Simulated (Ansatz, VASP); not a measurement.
# MgS: VASP beside Ansatz

```xyz
14
Lattice="3.6525 0.0000 0.0000 -1.8263 3.1632 0.0000 0.0000 0.0000 22.2123" Properties=species:S:1:pos:R:3 pbc="T T T"
Mg    0.0000    0.0000    0.1328
Mg    0.0000    2.1088    3.1732
Mg    1.8263    1.0544    6.2136
Mg    0.0000    0.0000    9.3655
Mg    1.8263    1.0544   12.6407
Mg    0.0000    0.0000   15.9179
Mg    1.8263    1.0544   19.1931
S     1.8263    1.0544    1.6519
S     0.0000    0.0000    4.6945
S     0.0000    2.1088    7.7380
S     0.0000    2.1088   11.0017
S     0.0000    2.1088   14.2793
S     0.0000    2.1088   17.5569
S     0.0000    2.1088   20.8206
```

Alike in both runs: functional PBE; k mesh 9 × 9 × 2; occupations gaussian, width 0.02 eV; no spin polarisation.

Ansatz relaxed the structure, and its values are those at the end. VASP's run is a single point on that final structure, the one shown.

```csv
,VASP,Ansatz
version,VASP 6.6.1,Ansatz 0.2.0
potentials or method,"VASP PAW PBE potentials, release 64 (Mg, S), cutoff 520 eV","scalar-relativistic, plane waves, PAW"
valence electrons in the cell,56,112
```

```csv
,VASP,Ansatz,Ansatz less VASP
gap on the k mesh at the Fermi level (eV),1.83,1.84,+0.013
least direct gap on the mesh (eV),1.95,1.96,+0.012
pressure (GPa),-0.2,0.0,+0.20
```

With one functional, cell and mesh, what is left measures potentials, basis and numerics. VASP's potentials hold 56 valence electrons a cell and Ansatz's 112, so a difference there can come from the potentials and not from the codes.
